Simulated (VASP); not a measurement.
# BaS in VASP: further runs

Runs on BaS. Level: r2SCAN. Tasks: single point.

Everything below comes from runs of VASP 6.6.1. Logs are shortened: lines on timing, memory, paths and dates and some standing lists are left out, and cuts for length are marked.

**1. The cell of the first run**

It takes space group Fm-3m (No. 225, cubic). Conventional cell: a = 5.877 Å, b = 5.877 Å, c = 5.877 Å, α = 90.00°, β = 90.00°, γ = 90.00°. Ba (site symmetry m-3m) has 6 S at 2.94 Å within 3.9 Å. Within 3.9 Å of S (site symmetry m-3m) lie 6 Ba at 2.94 Å.

**2. Single point, r2SCAN (strain -0.080 along x and y, -0.080 along z)**

POSCAR

```
BaS
1.0
    0.0000000000      2.9382500000      2.9382500000
    2.9382500000      0.0000000000      2.9382500000
    2.9382500000      2.9382500000      0.0000000000
Ba S
1 1
Direct
    0.0000000000      0.0000000000      0.0000000000
    0.5000000000      0.5000000000      0.5000000000
```

INCAR.step1

```
  ALGO = Normal
  EDIFF = 1E-4
  ENCUT = 520
  GGA = PE
  ISMEAR = 0
  LASPH = T
  LCHARG = F
  LREAL = F
  LWAVE = T
  NBANDS = 15
  NELM = 80
  PREC = Accurate
  SIGMA = 0.05
```

INCAR.step2

```
  ALGO = Normal
  EDIFF = 1E-6
  ENCUT = 520
  ISIF = 2
  ISMEAR = 0
  ISTART = 1
  LASPH = T
  LCHARG = F
  LMIXTAU = T
  LREAL = F
  LWAVE = F
  METAGGA = R2SCAN
  NBANDS = 15
  NELM = 80
  PREC = Accurate
  SIGMA = 0.05
```

KPOINTS

```
k-points
0
Gamma
  6 6 6
```

Potentials or basis: VASP PAW PBE potentials, release 64 (Ba_sv, S).

The run is started by

```bash
$ cat potpaw_PBE.64/Ba_sv/POTCAR potpaw_PBE.64/S/POTCAR > POTCAR
$ cp INCAR.step1 INCAR
$ mpirun -np 1 vasp_std > vasp.out
$ cp INCAR.step2 INCAR
$ mpirun -np 1 vasp_std > vasp.out
```

OUTCAR:

```text
EDIFF = 1E-6
   ENCUT = 520
   ISIF = 2
   ISMEAR = 0
   ISTART = 1
   LASPH = T
   LREAL = F
   METAGGA = R2SCAN
   NELM = 80
   PREC = Accurate

 ion  position               nearest neighbor table
   1  0.000  0.000  0.000-   2 2.94   2 2.94   2 2.94   2 2.94   2 2.94   2 2.94
   2  0.500  0.500  0.500-   1 2.94   1 2.94   1 2.94   1 2.94   1 2.94   1 2.94

  LATTYP: Found a face centered cubic cell.
 ALAT       =     5.8765000000

  Lattice vectors:

 A1 = (   0.0000000000,   2.9382500000,   2.9382500000)
 A2 = (   2.9382500000,   0.0000000000,   2.9382500000)
 A3 = (   2.9382500000,   2.9382500000,   0.0000000000)

Analysis of symmetry for initial positions (statically):
=====================================================================
 Subroutine PRICEL returns:
 Original cell was already a primitive cell.

 Routine SETGRP: Setting up the symmetry group for a
 face centered cubic supercell.

 Subroutine GETGRP returns: Found 48 space group operations
 (whereof 48 operations were pure point group operations)
 out of a pool of 48 trial point group operations.

The static configuration has the point symmetry O_h .

Analysis of symmetry for dynamics (positions and initial velocities):
=====================================================================
 Subroutine PRICEL returns:
 Original cell was already a primitive cell.

 Routine SETGRP: Setting up the symmetry group for a
 face centered cubic supercell.

 Subroutine GETGRP returns: Found 48 space group operations
 (whereof 48 operations were pure point group operations)
 out of a pool of 48 trial point group operations.

The dynamic configuration has the point symmetry O_h .

 Subroutine INISYM returns: Found 48 space group operations
 (whereof 48 operations are pure point group operations),
 and found     1 'primitive' translations

----------------------------------------------------------------------------------------

                                     Primitive cell

  volume of cell :      50.7337

  direct lattice vectors                    reciprocal lattice vectors
     0.000000000  2.938250000  2.938250000    -0.170169318  0.170169318  0.170169318
     2.938250000  0.000000000  2.938250000     0.170169318 -0.170169318  0.170169318
     2.938250000  2.938250000  0.000000000     0.170169318  0.170169318 -0.170169318

  length of vectors
     4.155313000  4.155313000  4.155313000     0.294741905  0.294741905  0.294741905

  position of ions in fractional coordinates (direct lattice)
     0.000000000  0.000000000  0.000000000
     0.500000000  0.500000000  0.500000000

  ion indices of the primitive-cell ions
   primitive index   ion index
[... 78 lines left out ...]
   EMIN   =  10.00;   EMAX   =-10.00  energy-range for DOS
   EFERMI =   0.00;   METHOD = LEGACY
   ISMEAR =     0;   SIGMA  =   0.05  broadening in eV -4-tet -1-fermi 0-gaus
   EFERMI_NEDOS =   21; number of points for ismear=-14 and -15
   IALGO  =     38    algorithm
   IMIX   =      4    mixing-type and parameters
     AMIX     =   0.40;   BMIX     =  1.00
     AMIX_MAG =   1.60;   BMIX_MAG =  1.00
  volume/ion in A,a.u.               =      25.37       171.18
  Fermi-wavevector in a.u.,A,eV,Ry     =   1.114336  2.105789 16.894956  1.241744
  Thomas-Fermi vector in A             =   2.250930
   LORBIT       =      0    0 simple, 1 ext, 2 COOP (PROOUT), +10 PAW based schemes
   METAGGA = R2SCAN    functional components
   LHFCALC =     F    Hartree Fock is set to
   AEXX    =    0.0000 exact exchange contribution
   IVDW    =     0    specifies the selected vdW correction
   LEPSILON=     F    determine dielectric tensor
   LRPA    =     F    only Hartree local field effects (RPA)
 non-spin polarized calculation
 Gauss-broadening in eV      SIGMA  =   0.05
  energy-cutoff  :      520.00
  volume of cell :       50.73
 maximum number of plane-waves:      1380
   NGX = 15   NGY = 15   NGZ = 15

 number of electron      15.9999999 magnetization

 Free energy of the ion-electron system (eV)
  ---------------------------------------------------
  ext. energy  EPLUGINS =         0.00000000
  ---------------------------------------------------
  free energy    TOTEN  =       -38.28954753 eV

  energy without entropy =      -38.28954753  energy(sigma->0) =      -38.28954753

 E-fermi :   3.1041     XC(G=0): -10.2428

 val. band max:        2.8879593393   @ k =   0.5000   0.5000   0.0000
 cond. band min:       4.6005294927   @ k =   0.5000   0.5000   0.0000
 fundamental gap:      1.7125701534
 Fermi energy:         3.1040941035

 k-point     1 :       0.0000    0.0000    0.0000
  band No.  band energies     occupation
      1     -23.4259      2.00000
      2      -8.4416      2.00000
      3      -7.9640      2.00000
      4      -7.9640      2.00000
      5      -7.9640      2.00000
      6       2.7724      2.00000
      7       2.7724      2.00000
      8       2.7724      2.00000
      9       6.9328      0.00000
     10       6.9328      0.00000
     11       6.9328      0.00000
     12       8.2448      0.00000
     13       8.2448      0.00000
     14       8.4792      0.00000
[... 257 lines left out ...]
      2      -9.5162      2.00000
      3      -8.9678      2.00000
      4      -8.6199      2.00000
      5      -7.0519      2.00000
      6       1.5596      2.00000
      7       2.6199      2.00000
      8       2.6716      2.00000
      9       6.1217      0.00000
     10       9.3055      0.00000
     11      10.7495      0.00000
     12      11.7685      0.00000
     13      12.2426      0.00000
     14      13.8832      0.00000
     15      15.1276      0.00000

------------------------ aborting loop because EDIFF is reached ----------------------------------------

  FORCE on cell =-STRESS in cart. coord.  units (eV):
  Direction    XX          YY          ZZ          XY          YZ          ZX
  --------------------------------------------------------------------------------------
  -------------------------------------------------------------------------------------
  Total        7.3012397      7.3012397      7.3012397      0.0000000      0.0000000     -0.0000000
  in kB      230.5743305    230.5743305    230.5743305      0.0000000      0.0000000     -0.0000000
  external PRESSURE =     230.5743305 kB  Pullay stress =       0.0000000 kB

 VOLUME and BASIS-vectors are now :
 -----------------------------------------------------------------------------
  energy-cutoff  :      520.00
  volume of cell :       50.73
      direct lattice vectors                 reciprocal lattice vectors
     0.000000000  2.938250000  2.938250000    -0.170169318  0.170169318  0.170169318
     2.938250000  0.000000000  2.938250000     0.170169318 -0.170169318  0.170169318
     2.938250000  2.938250000  0.000000000     0.170169318  0.170169318 -0.170169318

 POSITION                                       TOTAL-FORCE (eV/Angst)
 -----------------------------------------------------------------------------------
      0.00000      0.00000      0.00000         0.000000      0.000000      0.000000
      2.93825      2.93825      2.93825        -0.000000     -0.000000     -0.000000
 -----------------------------------------------------------------------------------
    total drift:                                0.000000     -0.000000     -0.000000

  FREE ENERGIE OF THE ION-ELECTRON SYSTEM (eV)
  ---------------------------------------------------
  free  energy   TOTEN  =       -38.2895475305 eV

  energy  without entropy=      -38.2895475305  energy(sigma->0) =      -38.28954753
```

OSZICAR.step1:

```text
N       E                     dE             d eps       ncg     rms          rms(c)
DAV:   1     0.780562633593E+02    0.78056E+02   -0.72487E+03   480   0.962E+02
DAV:   2    -0.587236582477E+01   -0.83929E+02   -0.75121E+02   650   0.180E+02
DAV:   3    -0.971899748725E+01   -0.38466E+01   -0.38235E+01   689   0.377E+01
DAV:   4    -0.977723268846E+01   -0.58235E-01   -0.58228E-01   552   0.485E+00
DAV:   5    -0.977860122261E+01   -0.13685E-02   -0.13685E-02   651   0.626E-01    0.764E+00
DAV:   6    -0.931551524928E+01    0.46309E+00   -0.59904E-01   557   0.491E+00    0.527E+00
DAV:   7    -0.930552285436E+01    0.99924E-02   -0.18286E-01   615   0.259E+00    0.259E+00
DAV:   8    -0.931346970999E+01   -0.79469E-02   -0.22283E-02   536   0.114E+00    0.331E-01
DAV:   9    -0.931336809139E+01    0.10162E-03   -0.34815E-03   592   0.445E-01    0.819E-02
DAV:  10    -0.931359591696E+01   -0.22783E-03   -0.52442E-04   550   0.185E-01    0.445E-02
DAV:  11    -0.931365782514E+01   -0.61908E-04   -0.13842E-04   470   0.901E-02
   1 F= -.93136578E+01 E0= -.93136578E+01  d E =-.221143E-17
```

Run time: 19 s. Hardware: 1 thread of Intel Xeon 6975P-C (Granite Rapids), shared host; peak memory 0.18 GiB.

What came out:

```yaml
Free_energy: -38.2895 eV
Pressure: 23.1 GPa
Band_gap_on_the_k_mesh: 1.71 eV
```

Caveat: the cell differs from its parent crystal (strain -0.080 along x and y, -0.080 along z); the cell stands under pressure; the PAW data sets were made with another functional, which shifts forces and pressure a little; spin-orbit coupling is left out, which moves the levels of the heavy elements. A k mesh can miss the band edges.

**3. Single point, r2SCAN (strain +0.080 along x and y, +0.080 along z)**

POSCAR

```
BaS
1.0
    0.0000000000      3.4492500000      3.4492500000
    3.4492500000      0.0000000000      3.4492500000
    3.4492500000      3.4492500000      0.0000000000
Ba S
1 1
Direct
    0.0000000000      0.0000000000      0.0000000000
    0.5000000000      0.5000000000      0.5000000000
```

INCAR.step1

```
PREC = Accurate ; ENCUT = 520
ISMEAR = 0 ; SIGMA = 0.05
LREAL = F ; LASPH = T
NELM = 80 ; NBANDS = 15
GGA = PE ; ALGO = Normal
EDIFF = 1E-4 ; LWAVE = T
LCHARG = F
```

INCAR.step2

```
PREC = Accurate ; ENCUT = 520
EDIFF = 1E-6 ; ISMEAR = 0
SIGMA = 0.05 ; LREAL = F
LASPH = T ; NELM = 80
ALGO = Normal ; ISIF = 2
LWAVE = F ; LCHARG = F
METAGGA = R2SCAN ; LMIXTAU = T
NBANDS = 15 ; ISTART = 1
```

KPOINTS

```
regular mesh
0
Gamma
  6 6 6
```

Potentials or basis: VASP PAW PBE potentials, release 64 (Ba_sv, S).

The run is started by

```bash
$ cat potpaw_PBE.64/Ba_sv/POTCAR potpaw_PBE.64/S/POTCAR > POTCAR
$ cp INCAR.step1 INCAR
$ mpirun -np 1 vasp_std > vasp.out
$ cp INCAR.step2 INCAR
$ mpirun -np 1 vasp_std > vasp.out
```

It took 47 s on 1 thread of Intel Xeon 6975P-C (Granite Rapids), shared host; peak memory 0.23 GiB.

It converged, with:

| Property | Result |
| --- | --- |
| Free energy | -38.8903 eV |
| Pressure | -5.7 GPa |
| Band gap on the k mesh | 2.71 eV (least direct gap 2.91 eV) |

Levels at points of the mesh, in eV from the valence-band top:
| k point | band 5 | band 6 | band 7 | band 8 | band 9 | band 10 | band 11 | band 12 |
| --- | --- | --- | --- | --- | --- | --- | --- | --- |
| (0.00, 0.00, 0.00) | -10.48 | 0.00 | 0.00 | 0.00 | 3.14 | 4.16 | 4.16 | 4.16 |
| (0.50, 0.00, 0.00) | -9.98 | -1.47 | -0.71 | -0.71 | 5.22 | 5.37 | 5.93 | 5.93 |
| (0.50, 0.50, 0.00) | -10.39 | -0.66 | -0.21 | -0.21 | 2.71 | 5.39 | 5.85 | 6.80 |

Caveat: the cell differs from its parent crystal (strain +0.080 along x and y, +0.080 along z); the cell stands under tension; the PAW data sets were made with another functional, which shifts forces and pressure a little; spin-orbit coupling is left out, which moves the levels of the heavy elements.

**4. Single point, r2SCAN (strain -0.080 along x and y, -0.040 along z)**

POSCAR

```
BaS
1.0
    0.0000000000      2.9382500000      3.0660000000
    2.9382500000      0.0000000000      3.0660000000
    2.9382500000      2.9382500000      0.0000000000
Ba S
1 1
Direct
    0.0000000000      0.0000000000      0.0000000000
    0.5000000000      0.5000000000      0.5000000000
```

INCAR.step1

```
SYSTEM = BaS
PREC = Accurate
ENCUT = 520
ISMEAR = 0
SIGMA = 0.05
LREAL = .False.
LASPH = .True.
NELM = 60
NBANDS = 15
GGA = PE
ALGO = Normal
EDIFF = 1E-4
LWAVE = .True.
LCHARG = .False.
```

INCAR.step2

```
SYSTEM = BaS
PREC = Accurate
ENCUT = 520
EDIFF = 1E-6
ISMEAR = 0
SIGMA = 0.05
LREAL = .False.
LASPH = .True.
NELM = 60
ALGO = Normal
ISIF = 2
LWAVE = .False.
LCHARG = .False.
METAGGA = R2SCAN
LMIXTAU = .True.
NBANDS = 15
ISTART = 1
```

KPOINTS

```
regular mesh
0
Gamma
  6 6 6
  0 0 0
```

The run is started by

```bash
$ cat potpaw_PBE.64/Ba_sv/POTCAR potpaw_PBE.64/S/POTCAR > POTCAR
$ cp INCAR.step1 INCAR
$ mpirun -np 1 vasp_std > vasp.out
$ cp INCAR.step2 INCAR
$ mpirun -np 1 vasp_std > vasp.out
```

Run time: 33 s. Hardware: 1 thread of Intel Xeon 6975P-C (Granite Rapids), shared host; peak memory 0.19 GiB.

It converged, with:

```
Free energy            : -38.5243 eV
Pressure               : 18.2 GPa
Band gap on the k mesh : 1.75 eV
```

Stress tensor (GPa, compression positive):
```
21.39  0.00  0.00
 0.00 21.39  0.00
 0.00  0.00 11.83
```

Levels at points of the mesh, in eV from the valence-band top:
| k point | band 5 | band 6 | band 7 | band 8 | band 9 | band 10 | band 11 | band 12 |
| --- | --- | --- | --- | --- | --- | --- | --- | --- |
| (0.00, 0.00, 0.00) | -11.01 | -0.38 | -0.10 | -0.10 | 3.76 | 4.14 | 4.14 | 4.70 |
| (0.50, 0.00, 0.00) | -8.80 | -2.62 | -1.81 | -1.79 | 6.56 | 6.56 | 7.38 | 7.54 |
| (0.50, 0.50, 0.00) | -11.36 | -0.55 | -0.06 | -0.06 | 1.79 | 6.67 | 7.98 | 9.02 |
| (0.50, 0.00, 0.50) | -11.39 | -0.36 | -0.16 | 0.00 | 1.75 | 6.72 | 8.08 | 8.61 |

Caveat: the cell differs from its parent crystal (strain -0.080 along x and y, -0.040 along z); the cell stands under pressure; the PAW data sets were made with another functional, which shifts forces and pressure a little; spin-orbit coupling is left out, which moves the levels of the heavy elements. A k mesh can miss the band edges.

**5. Single point, r2SCAN (strain -0.040 along x and y, +0.000 along z)**

POSCAR

```
BaS
1.0
    0.0000000000      3.0660000000      3.1937500000
    3.0660000000      0.0000000000      3.1937500000
    3.0660000000      3.0660000000      0.0000000000
Ba S
1 1
Direct
    0.0000000000      0.0000000000      0.0000000000
    0.5000000000      0.5000000000      0.5000000000
```

INCAR.step1

```
PREC = Accurate
ENCUT = 520
ISMEAR = 0
SIGMA = 0.05
LREAL = False
LASPH = True
NELM = 100
NBANDS = 15
GGA = PE
ALGO = Normal
EDIFF = 1E-4
LWAVE = True
LCHARG = False
```

INCAR.step2

```
PREC = Accurate
ENCUT = 520
EDIFF = 1E-6
ISMEAR = 0
SIGMA = 0.05
LREAL = False
LASPH = True
NELM = 100
ALGO = Normal
ISIF = 2
LWAVE = False
LCHARG = False
METAGGA = R2SCAN
LMIXTAU = True
NBANDS = 15
ISTART = 1
```

KPOINTS

```
Automatic mesh
0
Gamma
  6 6 6
```

The run is started by

```bash
$ cat potpaw_PBE.64/Ba_sv/POTCAR potpaw_PBE.64/S/POTCAR > POTCAR
$ cp INCAR.step1 INCAR
$ mpirun -np 1 vasp_std > vasp.out
$ cp INCAR.step2 INCAR
$ mpirun -np 1 vasp_std > vasp.out
```

Wall time 51 s (1 thread of Intel Xeon 6975P-C (Granite Rapids), shared host); peak memory 0.21 GiB.

Results (log left out):

* Free energy: -39.0518 eV
* Pressure: 6.6 GPa
* Band gap on the k mesh: 2.23 eV (least direct gap 2.29 eV)

Stress tensor (GPa, compression positive):
```
8.39 0.00 0.00
0.00 8.39 0.00
0.00 0.00 2.96
```

Levels at points of the mesh, in eV from the valence-band top:
```csv
k point,band 6,band 7,band 8,band 9,band 10,band 11
"(0.00, 0.00, 0.00)",-0.18,0.00,0.00,4.03,4.34,4.34
"(0.50, 0.00, 0.00)",-2.17,-1.34,-1.32,6.26,6.32,7.06
"(0.50, 0.50, 0.00)",-0.64,-0.07,-0.07,2.26,6.58,7.20
"(0.50, 0.00, 0.50)",-0.37,-0.28,-0.06,2.23,6.58,7.33
```

Caveat: the cell differs from its parent crystal (strain -0.040 along x and y, +0.000 along z); the cell stands under pressure; the PAW data sets were made with another functional, which shifts forces and pressure a little; spin-orbit coupling is left out, which moves the levels of the heavy elements. A k mesh can miss the band edges.

**6. The runs side by side**

```tsv
cell	gap on the mesh (eV)	pressure (GPa)
a = 4.155 Å, angles 60.0°, 2 atoms	1.71	23.1
a = 4.878 Å, angles 60.0°, 2 atoms	2.71	-5.7
a = 4.247, b = 4.247, c = 4.155 Å, angles 60.7, 60.7, 58.6°, 2 atoms	1.75	18.2
a = 4.427, b = 4.427, c = 4.336 Å, angles 60.7, 60.7, 58.6°, 2 atoms	2.23	6.6
```

Alike in all rows: task single point; level r2SCAN; potentials or basis VASP PAW PBE potentials, release 64 (Ba_sv, S); no spin polarisation; k mesh 6 × 6 × 6; cutoff (eV) 520; smearing gaussian 0.05 eV.

Caveats: the PAW data sets were made with another functional, which shifts forces and pressure a little; spin-orbit coupling is left out, which moves the levels of the heavy elements; the cell stands under pressure (at least some runs); the cell stands under tension (at least some runs).

Absolute energies hang on the potentials; compare differences alone.
